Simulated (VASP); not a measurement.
Input of a VASP 6.6.1 run:

POSCAR

```
Al2O3
1.0
    2.8459257540      0.0000000000      0.0000000000
   -1.4229628770      2.4646440002      0.0000000000
    0.0000000000      0.0000000000      7.2008050641
Al O
2 3
Direct
    0.0000000000      0.0000000000      0.8081171950
    0.0000000000      0.0000000000      0.1918828050
    0.3333333333      0.6666666667      0.7152615646
    0.6666666667      0.3333333333      0.0000000000
    0.3333333333      0.6666666667      0.2847384354
```

Contents of INCAR.step1:

```
ALGO     = Normal         # electronic algorithm
EDIFF    = 1E-4           # SCF threshold, eV
ENCUT    = 520            # plane-wave cutoff, eV
GGA      = PE             # functional
ISMEAR   = -1             # smearing method
LASPH    = True           # aspherical terms in the spheres
LCHARG   = False          # write CHGCAR
LREAL    = False          # projectors in reciprocal space
LWAVE    = True           # write WAVECAR
NBANDS   = 20             # bands
NELM     = 80             # most SCF steps
PREC     = Accurate       # precision mode
SIGMA    = 0.05           # smearing width, eV
```

INCAR.step2

```
ALGO     = Normal         # electronic algorithm
EDIFF    = 1E-6           # SCF threshold, eV
ENCUT    = 520            # plane-wave cutoff, eV
ISIF     = 2              # what is computed and relaxed
ISMEAR   = -1             # smearing method
ISTART   = 1            
LASPH    = True           # aspherical terms in the spheres
LCHARG   = True           # write CHGCAR
LELF     = True           # ELF
LMIXTAU  = True         
LREAL    = False          # projectors in reciprocal space
LVHAR    = True         
LWAVE    = False          # write WAVECAR
METAGGA  = R2SCAN         # meta-GGA
NBANDS   = 20             # bands
NELM     = 80             # most SCF steps
PREC     = Accurate       # precision mode
SIGMA    = 0.05           # smearing width, eV
```

KPOINTS

```
k-points
0
Gamma
  11 11 3
```

Potentials or basis: VASP PAW PBE potentials, release 64 (Al, O).

Launch:

```bash
$ cat potpaw_PBE.64/Al/POTCAR potpaw_PBE.64/O/POTCAR > POTCAR
$ cp INCAR.step1 INCAR
$ mpirun -np 1 vasp_std > vasp.out
$ cp INCAR.step2 INCAR
$ mpirun -np 1 vasp_std > vasp.out
```

Q: Estimate the pressure.

A: 1.9 GPa.

Q: Estimate the largest force.

A: 0.039 eV/Å.

Forces in eV/Å, atoms in the order of the input:
```
Al   0.000  0.000 -0.017
Al   0.000  0.000  0.017
O    0.000  0.000  0.039
O    0.000  0.000  0.000
O    0.000  0.000 -0.039
```

Caveat: the PAW data sets were made with another functional, which shifts forces and pressure a little.
